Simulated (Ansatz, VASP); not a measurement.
One calculation of TiAl, two programs

File INCAR:

```
SYSTEM = TiAl
PREC = Accurate
ENCUT = 520
EDIFF = 1E-6
ISMEAR = -1
SIGMA = 0.05
LREAL = .False.
LASPH = .True.
NELM = 100
ALGO = Fast
ISIF = 2
LWAVE = .False.
LCHARG = .True.
GGA = RP
LELF = .True.
LVHAR = .True.
NBANDS = 14
```

File KPOINTS:

```
regular mesh
0
Gamma
  8 8 8
  0 0 0
```

Contents of POSCAR:

```
TiAl
1.0
    3.1790640000      0.0000000000      0.0000000000
    0.0000000000      3.1790640000      0.0000000000
    0.0000000000      0.0000000000      3.1790640000
Ti Al
1 1
Direct
    0.0000000000      0.0000000000      0.0000000000
    0.5000000000      0.5000000000      0.5000000000
```

Contents of input.yaml:

```yaml
crystal:
  lattice:
    - [3.179064, 0.0, 0.0]
    - [0.0, 3.179064, 0.0]
    - [0.0, 0.0, 3.179064]
  atoms:
    - { symbol: Ti, position: [0.0, 0.0, 0.0] }
    - { symbol: Al, position: [0.5, 0.5, 0.5] }
hamiltonian:
  xc: rpbe
  pseudopotentials: { kind: paw }
kpoints:
  mp_grid: { grid: [8, 8, 8] }
  band_path:
    path:
      - [[0.0, 0.0, 0.0], [0.0, 0.5, 0.0], [0.5, 0.5, 0.0], [0.0, 0.0, 0.0], [0.5, 0.5, 0.5], [0.0, 0.5, 0.0]]
      - [[0.5, 0.5, 0.0], [0.5, 0.5, 0.5]]
    npoints: 14
scf:
  occupations: { method: fermi_dirac, width: 0.05 }
  n_extra_bands: 6
output:
  forces: true
  stress: true
  eigenvalues: true
  fatbands: false
  write_density: true
  write_potential: true
  elf: true
  volumetric_format: npy
```

Alike in both runs: functional RPBE; k mesh 8 × 8 × 8; occupations fermi-dirac, width 0.05 eV; no spin polarisation.

|  | VASP | Ansatz |
| --- | --- | --- |
| version | VASP 6.6.1 | Ansatz 0.2.0 |
| potentials or method | VASP PAW PBE potentials, release 64 (Ti_sv, Al) | Ansatz PAW |
| plane-wave cutoff (eV) | 520 | 420 |
| valence electrons in the cell | 15 | 15 |
| task | single point | band structure |

|  | VASP | Ansatz | Ansatz less VASP |
| --- | --- | --- | --- |
| gap on the k mesh at the Fermi level (eV) | none | none | - |
| pressure (GPa) | 3.4 | 3.6 | +0.13 |

VASP's potentials were made for PBE, not for RPBE. A gap of «none» marks a metal or a gap that the smearing closes.
